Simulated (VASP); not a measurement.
Set up this calculation in VASP 6.6.1, as the native input.

| Item | Value |
| --- | --- |
| Task | single point |
| Functional | LDA |
| Potentials or basis | VASP PAW LDA potentials, release 64 (Cl, Li_sv) |
| Cutoff | 520 eV |
| k mesh | 14 × 14 × 14 |
| Occupations | fermi-dirac, width 0.02 eV |
| Spin | no spin polarisation |
| Dipole correction | no |
| Further INCAR settings | ALGO = Normal; EDIFF = 1e-07; NBANDS = 12 |

The structure of LiCl lies in POSCAR:

```
LiCl
1.0
    0.0000000000      2.5388614610      2.5388614610
    2.5388614610      0.0000000000      2.5388614610
    2.5388614610      2.5388614610      0.0000000000
Cl Li
1 1
Direct
    0.5000000000      0.5000000000      0.5000000000
    0.0000000000      0.0000000000      0.0000000000
```

These files were run (other wordings do the same):

INCAR

```
SYSTEM = LiCl
PREC = Accurate
ENCUT = 520
EDIFF = 1E-7
ISMEAR = -1
SIGMA = 0.02
LREAL = .False.
LASPH = .True.
NELM = 60
ALGO = Normal
ISIF = 2
LWAVE = .False.
LCHARG = .True.
GGA = CA
LELF = .True.
LVHAR = .True.
NBANDS = 12
```

KPOINTS

```
Automatic mesh
0
Gamma
  14 14 14
  0 0 0
```

Potentials or basis: VASP PAW LDA potentials, release 64 (Cl, Li_sv).

Launch:

```sh
$ cat potpaw_LDA.64/Cl/POTCAR potpaw_LDA.64/Li_sv/POTCAR > POTCAR
$ mpirun -np 1 vasp_std > vasp.out
```

Results of the run:

```yaml
Band_gap_on_the_k_mesh: 6.18 eV (least direct gap 6.18 eV)
```

It took 14 s on 1 thread of Intel(R) Xeon(R) 6975P-C (Granite Rapids), on a shared host, peak memory 0.16 GiB.
